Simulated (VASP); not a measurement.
A run of VASP 6.6.1 is set up as follows.

File POSCAR:

```
GaN
1.0
    9.5667900000      0.0000000000      0.0000000000
   -4.7833950000      8.2850850000      0.0000000000
    0.0000000000      0.0000000000     10.3847140000
Ga N
36 36
Direct
    0.2319990000      0.1083400000      0.2510630000
    0.1117240000      0.2257140000      0.4941410000
    0.2184310000      0.1128750000      0.7474330000
    0.0977410000      0.2272010000      0.9980330000
    0.2157940000      0.4504800000      0.2446670000
    0.1102470000      0.5556360000      0.5003850000
    0.2280790000      0.4398170000      0.7487210000
    0.1020500000      0.5561530000      0.9927620000
    0.2172320000      0.7790120000      0.2407960000
    0.1117070000      0.8809980000      0.4995040000
    0.2214300000      0.7730150000      0.7501430000
    0.1147580000      0.8881040000      0.9973360000
    0.5505080000      0.1109760000      0.2465640000
    0.4399110000      0.2211410000      0.5019750000
    0.5578350000      0.1096170000      0.7494980000
    0.4429900000      0.2203090000      0.9970200000
    0.5576740000      0.4528000000      0.2441260000
    0.4475370000      0.5594430000      0.5002690000
    0.5587410000      0.4448700000      0.7504150000
    0.4421910000      0.5581490000      1.0049450000
    0.5503960000      0.7732150000      0.2521900000
    0.4469180000      0.8933660000      0.5003510000
    0.5526100000      0.7782860000      0.7477570000
    0.4413560000      0.8925410000      1.0020530000
    0.8920240000      0.1103000000      0.2463830000
    0.7750810000      0.2275310000      0.5000980000
    0.8769290000      0.1104900000      0.7609230000
    0.7723510000      0.2227210000      1.0036950000
    0.8843650000      0.4468210000      0.2505770000
    0.7778120000      0.5538500000      0.5005570000
    0.8842560000      0.4438370000      0.7475190000
    0.7833520000      0.5576840000      1.0076960000
    0.8844490000      0.7802910000      0.2502580000
    0.7794630000      0.8901860000      0.4960630000
    0.8952010000      0.7785370000      0.7521910000
    0.7798990000      0.8922570000      0.9946940000
    0.2204880000      0.1079690000      0.4338190000
    0.1075830000      0.2200800000      0.1868530000
    0.2191140000      0.1122330000      0.9388440000
    0.1113320000      0.2186500000      0.6886960000
    0.2211910000      0.4464630000      0.4239580000
    0.1101330000      0.5543450000      0.1857870000
    0.2150800000      0.4537990000      0.9401770000
    0.1105230000      0.5557220000      0.6818560000
    0.2169620000      0.7846550000      0.4414180000
    0.1083720000      0.8803220000      0.1843820000
    0.2249890000      0.7759720000      0.9407730000
    0.1092090000      0.8952000000      0.6863620000
    0.5458300000      0.1103830000      0.4368680000
    0.4432870000      0.2251020000      0.1823570000
    0.5568050000      0.1195540000      0.9416350000
    0.4475910000      0.2241260000      0.6856650000
    0.5585010000      0.4499560000      0.4462650000
    0.4496180000      0.5622310000      0.1889460000
    0.5546210000      0.4452620000      0.9401610000
    0.4442940000      0.5592970000      0.6887570000
    0.5562430000      0.7709500000      0.4432370000
    0.4403910000      0.8931320000      0.1833780000
    0.5570980000      0.7762310000      0.9346450000
    0.4423190000      0.8865690000      0.6877590000
    0.8897960000      0.1122160000      0.4401910000
    0.7782960000      0.2271140000      0.1910570000
    0.8888620000      0.1167040000      0.9330440000
    0.7725000000      0.2214120000      0.6850870000
    0.8883800000      0.4413820000      0.4399340000
    0.7793310000      0.5558950000      0.1906370000
    0.8954640000      0.4428930000      0.9337410000
    0.7798020000      0.5543720000      0.6873490000
    0.8795260000      0.7766420000      0.4355100000
    0.7755650000      0.8929020000      0.1875740000
    0.8934480000      0.7782300000      0.9341970000
    0.7803450000      0.8903350000      0.6929170000
```

File INCAR.step1:

```
SYSTEM = GaN
ALGO = Normal
EDIFF = 1E-5
ENCUT = 520
GGA = PE
GGA_COMPAT = .False.
ISIF = 2
ISMEAR = 0
LASPH = .True.
LCHARG = .False.
LREAL = Auto
LWAVE = .True.
NBANDS = 366
NCORE = 4
NELM = 120
PREC = Accurate
SIGMA = 0.01
```

The input INCAR.step2:

```
SYSTEM = GaN
ALGO = Normal
EDIFF = 1E-6
ENCUT = 520
GGA = PE
GGA_COMPAT = .False.
HFSCREEN = 0.2079
ISIF = 2
ISMEAR = 0
ISTART = 1
LASPH = .True.
LCHARG = .False.
LHFCALC = .True.
LREAL = Auto
LWAVE = .False.
NBANDS = 366
NCORE = 4
NELM = 120
PREC = Accurate
PRECFOCK = Fast
SIGMA = 0.01
```

Contents of KPOINTS:

```
k-points
0
Gamma
  1 1 1
  0 0 0
```

Potentials or basis: VASP PAW PBE potentials, release 64 (Ga_d, N).

Command:

```bash
$ cat potpaw_PBE.64/Ga_d/POTCAR potpaw_PBE.64/N/POTCAR > POTCAR
$ cp INCAR.step1 INCAR
$ mpirun -np 8 vasp_gam > vasp.out
$ cp INCAR.step2 INCAR
$ mpirun -np 8 vasp_gam > vasp.out
```

Problem. Estimate the largest force.

Solution. 3.943 eV/Å.

Problem. Estimate the pressure.

Solution. 0.3 GPa.

Problem. Predict the band gap on the k mesh.

Solution. 3.16 eV.

Forces on the atoms (eV/Å):
```
Ga  -1.816  0.039 -0.740
Ga   0.193 -0.317  0.362
Ga   0.950 -0.106  0.604
Ga   2.424  0.368  0.559
Ga   1.426 -1.299 -0.353
Ga   0.388  0.249 -0.948
Ga  -1.298  0.283  0.270
Ga   1.323  0.583  1.334
Ga   0.915 -0.813  1.460
Ga  -2.728  1.738  0.487
Ga  -0.517  0.568 -0.319
Ga  -0.636  0.644 -0.110
Ga   0.399  0.541  0.502
Ga  -0.197  0.501 -0.452
Ga  -1.148  0.082  0.072
Ga  -1.346  0.823 -0.104
Ga   0.053 -1.223  1.383
Ga  -0.521 -1.319  0.166
Ga  -0.415  0.228  0.052
Ga   0.019 -0.160 -1.257
Ga  -0.073  1.491  0.091
Ga  -0.321 -0.727 -0.234
Ga   0.934  0.010  0.199
Ga   1.230 -0.275 -0.997
Ga  -0.712  0.578  1.052
Ga   0.453 -1.391 -0.515
Ga   1.288 -0.091 -3.725
Ga   0.547  0.487  0.013
Ga   1.328 -0.332  0.530
Ga  -0.180  0.433 -0.050
Ga   0.928 -0.055 -0.153
Ga  -0.553 -0.215 -1.796
Ga   0.526  0.246 -0.103
Ga  -0.186  0.516  1.424
Ga  -1.042 -0.012 -0.875
Ga  -0.018 -0.629  0.261
N   -0.137  0.158  0.659
N    0.720  0.422 -0.289
N   -0.199  0.107 -0.241
N   -1.242  0.883 -0.478
N    0.229  0.316  2.264
N   -1.483  0.748 -0.498
N    1.833 -1.022 -0.484
N    0.194 -0.481  1.205
N    2.801 -1.789 -1.536
N   -1.283  1.199  0.042
N   -0.608  0.540 -0.887
N    1.269 -1.023  0.158
N    1.210  0.221 -0.285
N    0.554  0.448  0.662
N    0.633 -1.349 -0.882
N   -0.272 -0.343  0.868
N   -0.117 -0.968 -1.509
N   -0.808 -0.720 -0.155
N    0.307  0.313  0.145
N    0.572 -0.629 -0.162
N   -1.195  1.866 -1.035
N    0.669 -0.625  1.132
N   -0.645  0.761  0.709
N   -0.158  0.512  0.140
N   -0.764  0.092 -0.605
N   -0.109 -0.644 -0.322
N   -1.158 -0.728  2.374
N    0.429  0.149  0.590
N   -0.422  0.861 -0.502
N   -0.556  0.540 -0.114
N   -2.415 -0.469  0.254
N   -0.375  0.535  0.178
N    1.584 -0.295  0.143
N    0.022 -0.699 -0.532
N   -0.244 -0.211  1.327
N   -0.456 -0.117 -0.425
```

Caveat: the k points lie up to 0.76 Å⁻¹ apart; the PAW data sets were made with another functional, which shifts forces and pressure a little; an odd mesh through Γ misses points on the zone boundary, where band edges can lie.
